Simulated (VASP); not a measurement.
# AlCu (Pm-3m) in VASP: a series of runs, part 2 of 2

VASP 6.6.1. Earlier steps stand in the parts before.

## Step 3: Relaxation of cell and atoms, LDA

This run uses another cell than the first one, of 13.40 Å³/atom.

Input file INCAR:

```
  ALGO = Normal
  EDIFF = 1E-7
  EDIFFG = -0.005
  ENCUT = 600
  GGA = CA
  IBRION = 2
  ISIF = 3
  ISMEAR = 0
  LASPH = True
  LCHARG = False
  LREAL = False
  LWAVE = False
  NELM = 100
  NSW = 70
  PREC = Accurate
  SIGMA = 0.1
```

Input file KPOINTS:

```
k-points
0
Gamma
  14 14 14
```

Input file POSCAR:

```
AlCu
1.0
    2.9926092950      0.0000000000      0.0000000000
    0.0000000000      2.9926092950      0.0000000000
    0.0000000000      0.0000000000      2.9926092950
Al Cu
1 1
Direct
    0.0000000000      0.0000000000      0.0000000000
    0.5000000000      0.5000000000      0.5000000000
```

Potentials or basis: VASP PAW LDA potentials, release 64 (Al, Cu).

Started as:

```bash
$ cat potpaw_LDA.64/Al/POTCAR potpaw_LDA.64/Cu/POTCAR > POTCAR
$ mpirun -np 1 vasp_std > vasp.out
```

OUTCAR:

```text
EDIFF = 1E-7
   EDIFFG = -0.005
   ENCUT = 600
   GGA = CA
   IBRION = 2
   ISIF = 3
   ISMEAR = 0
   LASPH = True
   LREAL = False
   NELM = 100
   NSW = 70
   PREC = Accurate

 ion  position               nearest neighbor table
   1  0.000  0.000  0.000-   2 2.59   2 2.59   2 2.59   2 2.59   2 2.59   2 2.59   2 2.59   2 2.59

   2  0.500  0.500  0.500-   1 2.59   1 2.59   1 2.59   1 2.59   1 2.59   1 2.59   1 2.59   1 2.59

  LATTYP: Found a simple cubic cell.
 ALAT       =     2.9926092950

  Lattice vectors:

 A1 = (   2.9926092950,   0.0000000000,   0.0000000000)
 A2 = (   0.0000000000,   2.9926092950,   0.0000000000)
 A3 = (   0.0000000000,   0.0000000000,   2.9926092950)

Analysis of symmetry for initial positions (statically):
=====================================================================
 Subroutine PRICEL returns:
 Original cell was already a primitive cell.

 Routine SETGRP: Setting up the symmetry group for a
 simple cubic supercell.

 Subroutine GETGRP returns: Found 48 space group operations
 (whereof 48 operations were pure point group operations)
 out of a pool of 48 trial point group operations.

The static configuration has the point symmetry O_h .

Analysis of symmetry for dynamics (positions and initial velocities):
=====================================================================
 Subroutine PRICEL returns:
 Original cell was already a primitive cell.

 Routine SETGRP: Setting up the symmetry group for a
 simple cubic supercell.

 Subroutine GETGRP returns: Found 48 space group operations
 (whereof 48 operations were pure point group operations)
 out of a pool of 48 trial point group operations.

The dynamic configuration has the point symmetry O_h .

 Subroutine INISYM returns: Found 48 space group operations
 (whereof 48 operations are pure point group operations),
 and found     1 'primitive' translations

----------------------------------------------------------------------------------------

                                     Primitive cell

  volume of cell :      26.8009

  direct lattice vectors                    reciprocal lattice vectors
     2.992609295  0.000000000  0.000000000     0.334156551  0.000000000  0.000000000
     0.000000000  2.992609295  0.000000000     0.000000000  0.334156551  0.000000000
     0.000000000  0.000000000  2.992609295     0.000000000  0.000000000  0.334156551

  length of vectors
     2.992609295  2.992609295  2.992609295     0.334156551  0.334156551  0.334156551

  position of ions in fractional coordinates (direct lattice)
     0.000000000  0.000000000  0.000000000
     0.500000000  0.500000000  0.500000000

  ion indices of the primitive-cell ions
   primitive index   ion index
                 1           1
                 2           2

----------------------------------------------------------------------------------------

 KPOINTS: k-points

Automatic generation of k-mesh.
 Grid dimensions read from file:
 generate k-points for:   14   14   14

 Generating k-lattice:

  Cartesian coordinates                     Fractional coordinates (reciprocal lattice)
[... 41 lines left out ...]
 [... further k-points ...]
   k-points           NKPTS =    120   k-points in BZ     NKDIM =    120   number of bands    NBANDS=     11
   number of dos      NEDOS =    301   number of ions     NIONS =      2
   total plane-waves  NPLWV =  13824
   dimension x,y,z NGX =    24 NGY =   24 NGZ =   24
   dimension x,y,z NGXF=    48 NGYF=   48 NGZF=   48
   ions per type =               1   1
   NGX,Y,Z   is equivalent  to a cutoff of  13.33, 13.33, 13.33 a.u.
   NGXF,Y,Z  is equivalent  to a cutoff of  26.67, 26.67, 26.67 a.u.
 SYSTEM =  unknown system
   PREC   = accura    normal or accurate (medium, high low for compatibility)
   ISTART =      0    job   : 0-new  1-cont  2-samecut
   ICHARG =      2    charge: 1-file 2-atom 10-const
   ISPIN  =      1    spin polarized calculation?
   LNONCOLLINEAR =      F non collinear calculations
   LSORBIT =      F    spin-orbit coupling
   LASPH  =      T    aspherical Exc in radial PAW
   ENCUT  =  600.0 eV  44.10 Ry    6.64 a.u.   5.98  5.98  5.98*2*pi/ulx,y,z
   NELM   =    100;   NELMIN=  2; NELMDL= -5     # of ELM steps
   EDIFF  = 0.1E-06   stopping-criterion for ELM
   LREAL  =      F    real-space projection
   EDIFFG = -.5E-02   stopping-criterion for IOM
   NSW    =     70    number of steps for IOM
   IBRION =      2    ionic relax: 0-MD 1-quasi-New 2-CG
   NFREE  =      1    steps in history (QN), initial steepest desc. (CG)
   ISIF   =      3    stress and relaxation
   ISYM   =      2    0-nonsym 1-usesym 2-fastsym
   POTIM  = 0.5000    time-step for ionic-motion
   TEBEG  =    0.0;   TEEND  =   0.0 temperature during run
   PSTRESS=    0.0 pullay stress
   NELECT =      14.0000    total number of electrons
   NUPDOWN=      -1.0000    fix difference up-down
   EMIN   =  10.00;   EMAX   =-10.00  energy-range for DOS
   EFERMI =   0.00;   METHOD = LEGACY
   ISMEAR =     0;   SIGMA  =   0.10  broadening in eV -4-tet -1-fermi 0-gaus
   EFERMI_NEDOS =   21; number of points for ismear=-14 and -15
   IALGO  =     38    algorithm
   IMIX   =      4    mixing-type and parameters
     AMIX     =   0.40;   BMIX     =  1.00
     AMIX_MAG =   1.60;   BMIX_MAG =  1.00
  volume/ion in A,a.u.               =      13.40        90.43
  Fermi-wavevector in a.u.,A,eV,Ry     =   1.318462  2.491531 23.651565  1.738341
  Thomas-Fermi vector in A             =   2.448430
   LORBIT       =      0    0 simple, 1 ext, 2 COOP (PROOUT), +10 PAW based schemes
   GGA     = CA    functional components
   LHFCALC =     F    Hartree Fock is set to
   AEXX    =    0.0000 exact exchange contribution
   IVDW    =     0    specifies the selected vdW correction
   LEPSILON=     F    determine dielectric tensor
   LRPA    =     F    only Hartree local field effects (RPA)
 conjugate gradient relaxation of ions
 non-spin polarized calculation
 Gauss-broadening in eV      SIGMA  =   0.10
  energy-cutoff  :      600.00
  volume of cell :       26.80
 maximum number of plane-waves:       916
 NGX is ok and might be reduce to    24
   NGX = 11   NGY = 11   NGZ = 11

--------------------------------------- Ionic step        1  -------------------------------------------

 number of electron      14.0000022 magnetization

 Free energy of the ion-electron system (eV)
  ---------------------------------------------------
  ext. energy  EPLUGINS =         0.00000000
  ---------------------------------------------------
  free energy    TOTEN  =        -9.17584450 eV

  energy without entropy =       -9.17233957  energy(sigma->0) =       -9.17409203

------------------------ aborting loop because EDIFF is reached ----------------------------------------

  FORCE on cell =-STRESS in cart. coord.  units (eV):
  Direction    XX          YY          ZZ          XY          YZ          ZX
  --------------------------------------------------------------------------------------
  -------------------------------------------------------------------------------------
  Total       -1.2106231     -1.2106231     -1.2106231      0.0000000      0.0000000     -0.0000000
  in kB      -72.3718161    -72.3718161    -72.3718161      0.0000000      0.0000000     -0.0000000
  external PRESSURE =     -72.3718161 kB  Pullay stress =       0.0000000 kB
[... 23 lines left out ...]
--------------------------------------- Ionic step        2  -------------------------------------------

 number of electron      13.9999993 magnetization

 E-fermi :  10.0699     XC(G=0): -12.1954

 val. band max:       10.0613408320   @ k =   0.5000   0.5000   0.3571
 cond. band min:      10.0878478157   @ k =   0.5000   0.4286   0.2143
 fundamental gap:      0.0265069837
 Fermi energy:        10.0698937988

 k-point     1 :       0.0000    0.0000    0.0000
  band No.  band energies     occupation
      1      -2.1556      2.00000
      2       4.6107      2.00000
      3       4.6107      2.00000
      4       5.7752      2.00000
      5       5.7752      2.00000
      6       5.7752      2.00000
      7      14.1009      0.00000
      8      14.1009      0.00000
      9      14.1009      0.00000
     10      16.5963      0.00000
     11      16.5963      0.00000
[... 393 lines left out ...]
--------------------------------------- Ionic step        4  -------------------------------------------

 number of electron      13.9999997 magnetization

 Free energy of the ion-electron system (eV)
  ---------------------------------------------------
  ext. energy  EPLUGINS =         0.00000000
  ---------------------------------------------------
  free energy    TOTEN  =        -9.21985384 eV

  energy without entropy =       -9.21653634  energy(sigma->0) =       -9.21819509

 E-fermi :   9.7569     XC(G=0): -12.0838

 val. band max:        9.7052487450   @ k =   0.2143   0.1429   0.0714
 cond. band min:       9.7666714939   @ k =   0.3571   0.3571   0.1429
 fundamental gap:      0.0614227489
 Fermi energy:         9.7568734444

 k-point     1 :       0.0000    0.0000    0.0000
  band No.  band energies     occupation
      1      -2.2691      2.00000
      2       4.4361      2.00000
      3       4.4361      2.00000
      4       5.5546      2.00000
      5       5.5546      2.00000
      6       5.5546      2.00000
      7      13.7318      0.00000
      8      13.7318      0.00000
      9      13.7318      0.00000
     10      16.2550      0.00000
     11      16.2550      0.00000
[... 351 lines left out ...]
  FREE ENERGIE OF THE ION-ELECTRON SYSTEM (eV)
  ---------------------------------------------------
  free  energy   TOTEN  =        -9.2198538422 eV

  energy  without entropy=       -9.2165363403  energy(sigma->0) =       -9.21819509

 reached required accuracy - stopping structural energy minimisation
```

CONTCAR:

```text
AlCu
   1.00000000000000
     2.9275947456561155    0.0000000000000000   -0.0000000000000000
     0.0000000000000000    2.9275947456561155    0.0000000000000000
    -0.0000000000000000    0.0000000000000000    2.9275947456561155
  Al              Cu
     1     1
Direct
     0.0000000000000000    0.0000000000000000    0.0000000000000000
     0.5000000000000000    0.5000000000000000    0.5000000000000000

  0.00000000E+00  0.00000000E+00  0.00000000E+00
  0.00000000E+00  0.00000000E+00  0.00000000E+00
```

Wall time 25 s (1 thread of Intel Xeon 6975P-C (Granite Rapids), shared host); peak memory 0.17 GiB.

What came out:

```
Free energy                           : -9.2199 eV
Relaxed volume                        : 12.55 Å³/atom
Relaxed cell                          : a = 2.928 Å, b = 2.928 Å, c = 2.928 Å, α = 90.00°, β = 90.00°, γ = 90.00°
Space group after relaxing (to 0.1 Å) : Pm-3m (No. 221)
Energy gained by relaxing             : 22.0 meV/atom
Ionic steps                           : 4
Pressure after relaxing               : 0.0 GPa
Band gap on the k mesh                : zero (bands 7 and 8 overlap by 4.86 eV)
```

Step by step:
```tsv
step	energy change (eV)	largest force (eV/Å)	pressure (GPa)	volume (Å³)
1	0.0000	0.0000	-7.24	26.80
2	-0.0385	0.0000	3.23	24.52
3	-0.0440	0.0000	0.18	25.05
4	-0.0440	0.0000	-0.01	25.09
```

Final structure:
```
Al Cu
1.0
     2.92759    0.00000    0.00000
     0.00000    2.92759    0.00000
     0.00000    0.00000    2.92759
Al Cu
1 1
Direct
  0.00000 0.00000 0.00000
  0.50000 0.50000 0.50000
```
